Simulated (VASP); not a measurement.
The system is Nb.

```
Nb
1.0
    -1.66806    1.66806    1.66806
     1.66806   -1.66806    1.66806
     1.66806    1.66806   -1.66806
Nb
1
Direct
  0.00000 0.00000 0.00000
```

Base run:

* Program: VASP 6.6.1
* Functional: PBE
* Potentials or basis: VASP PAW PBE potentials, release 64 (Nb_sv)
* Cutoff: 520 eV
* k mesh: 11 × 11 × 11
* Occupations: gaussian, width 0.05 eV
* Spin: no spin polarisation

Its results: pressure -3.4 GPa.

Task: After a change of settings the same cell gave: pressure -6.8 GPa. Which change was it?
A. further incar settings from ALGO = Normal; EDIFF = 1e-07; NBANDS = 12 to ALGO = Normal; EDIFF = 1e-06; NBANDS = 12
B. cutoff from 520 eV to 500 eV; occupations from gaussian, width 0.05 eV to fermi-dirac, width 0.1 eV; further incar settings from ALGO = Normal; EDIFF = 1e-07; NBANDS = 12 to ALGO = Normal; EDIFF = 1e-06; NBANDS = 12
C. occupations from gaussian, width 0.05 eV to fermi-dirac, width 0.0005 eV
D. k mesh from 11 × 11 × 11 to 6 × 6 × 6

Result: D.

Caveats: some runs use coarse meshes.
